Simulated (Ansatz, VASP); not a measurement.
PbS in VASP and in Ansatz

File INCAR:

```
SYSTEM = PbS
PREC = Accurate
ENCUT = 520
EDIFF = 1E-6
ISMEAR = 0
SIGMA = 0.05
LREAL = .FALSE.
LASPH = .TRUE.
NELM = 80
ALGO = Normal
ISIF = 2
LWAVE = .FALSE.
LCHARG = .FALSE.
GGA = RE
IVDW = 12
NBANDS = 17
```

Contents of KPOINTS:

```
regular mesh
0
G
  8 8 8
  0 0 0
```

POSCAR

```
PbS
1.0
    0.0000000000      2.9388443216      2.9388443216
    2.9388443216      0.0000000000      2.9388443216
    2.9388443216      2.9388443216      0.0000000000
Pb S
1 1
Direct
    0.5000000000      0.5000000000      0.5000000000
    0.0000000000      0.0000000000      0.0000000000
```

Input for Ansatz:

```yaml
crystal:
  lattice:
    - [0.0, 2.9388443216, 2.9388443216]
    - [2.9388443216, 0.0, 2.9388443216]
    - [2.9388443216, 2.9388443216, 0.0]
  atoms:
    - { symbol: Pb, position: [0.5, 0.5, 0.5] }
    - { symbol: S, position: [0.0, 0.0, 0.0] }
basis:
  ecutwfc: 420
  ecutrho_ratio: 4
kpoints:
  mp_grid: { grid: [8, 8, 8] }
hamiltonian:
  xc: revpbe
  dispersion: d3bj
scf:
  occupations: { method: gaussian, width: 0.05 }
output:
  forces: true
  stress: true
  eigenvalues: true
```

Alike in both runs: task single point; functional revPBE; dispersion D3(BJ); k mesh 8 × 8 × 8; occupations gaussian, width 0.05 eV; no spin polarisation.

|  | VASP | Ansatz |
| --- | --- | --- |
| version | VASP 6.6.1 | Ansatz 0.2.0 |
| potentials or method | VASP PAW PBE potentials, release 64 (Pb_d, S), cutoff 520 eV | scalar-relativistic, plane waves, PAW |
| valence electrons in the cell | 20 | 20 |

|  | VASP | Ansatz | Ansatz less VASP |
| --- | --- | --- | --- |
| gap on the k mesh at the Fermi level (eV) | 0.33 | 0.32 | -0.007 |
| least direct gap on the mesh (eV) | 0.33 | 0.32 | -0.007 |
| pressure (GPa) | 1.1 | 1.2 | +0.09 |

VASP's potentials were made for PBE, not for revPBE.

Neither program's run includes spin-orbit coupling.
